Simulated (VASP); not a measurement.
H2Pb, 6 atoms in the cell. It takes space group P4/nmm (No. 129, tetragonal). The conventional cell has a = 3.635 Å, b = 3.635 Å, c = 6.243 Å, α = 90.00°, β = 90.00°, γ = 90.00°. H (site symmetry 4mm) has 5 Pb at 2.48 to 2.68 Å and 8 H at 2.90 to 3.09 Å within 3.3 Å. H (site symmetry -4m2) has 4 Pb at 2.36 Å and 8 H at 2.57 to 2.90 Å within 3.1 Å. Within 3.1 Å of Pb (site symmetry 4mm) lie 9 H at 2.36 to 2.68 Å. The cell was built from a structure type or drawn by symmetry, and may not be a known phase.

| Quantity | Value |
| --- | --- |
| Program | VASP 6.6.1 |
| Task | single point |
| Functional | PBE |
| Potentials or basis | VASP PAW PBE potentials, release 64 (H, Pb_d) |
| Cutoff | 520 eV |
| k mesh | 10 × 10 × 6 |
| Occupations | gaussian, width 0.1 eV |
| Spin | no spin polarisation |
| Dipole correction | no |
| Further INCAR settings | ALGO = Normal; EDIFF = 1e-07; NBANDS = 25 |

Potentials or basis: VASP PAW PBE potentials, release 64 (H, Pb_d).

The run is started by

```bash
$ cat potpaw_PBE.64/H/POTCAR potpaw_PBE.64/Pb_d/POTCAR > POTCAR
$ mpirun -np 1 vasp_std > vasp.out
```

Hardware: 1 thread of Intel(R) Xeon(R) 6975P-C (Granite Rapids), on a shared host.

Task: Estimate the wall time of this run.

Result: Wall time 2.5 min on 1 thread of Intel(R) Xeon(R) 6975P-C (Granite Rapids), on a shared host, peak memory 0.27 GiB. Counts: scf iterations 15, k points 84.
